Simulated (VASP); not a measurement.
Write the native input for VASP 6.6.1 that does the following.

| Property | Result |
| --- | --- |
| Task | single point |
| Functional | PBE |
| Potentials or basis | VASP PAW PBE potentials, release 64 (Rb_sv, Cl) |
| Cutoff | 500 eV |
| k mesh | 4 × 4 × 4 |
| Occupations | gaussian, width 0.01 eV |
| Spin | no spin polarisation |
| Dipole correction | no |
| Further INCAR settings | ALGO = Normal; EDIFF = 1e-06; NBANDS = 15 |

The structure of RbCl lies in POSCAR:

```
RbCl
1.0
    0.0000000000      3.4124356496      3.4124356496
    3.4124356496      0.0000000000      3.4124356496
    3.4124356496      3.4124356496      0.0000000000
Rb Cl
1 1
Direct
    0.0000000000      0.0000000000      0.0000000000
    0.5000000000      0.5000000000      0.5000000000
```

This cell differs from its parent crystal: volume changed by +10%.

These files were run (other wordings do the same):

INCAR

```
PREC = Accurate
ENCUT = 500
EDIFF = 1E-6
ISMEAR = 0
SIGMA = 0.01
LREAL = False
LASPH = True
NELM = 120
ALGO = Normal
ISIF = 2
LWAVE = False
LCHARG = False
GGA = PE
NBANDS = 15
GGA_COMPAT = False
```

KPOINTS

```
Automatic mesh
0
Gamma
  4 4 4
```

Potentials or basis: VASP PAW PBE potentials, release 64 (Rb_sv, Cl).

The run is started by

```sh
$ cat potpaw_PBE.64/Rb_sv/POTCAR potpaw_PBE.64/Cl/POTCAR > POTCAR
$ mpirun -np 1 vasp_std > vasp.out
```

It gave:

```json
{"Pressure": "-0.7 GPa", "Band gap on the k mesh": "4.67 eV, direct"}
```

Run time: 25 s on 1 thread of Intel Xeon 8259CL, with other jobs on the host, peak memory 0.2 GiB.
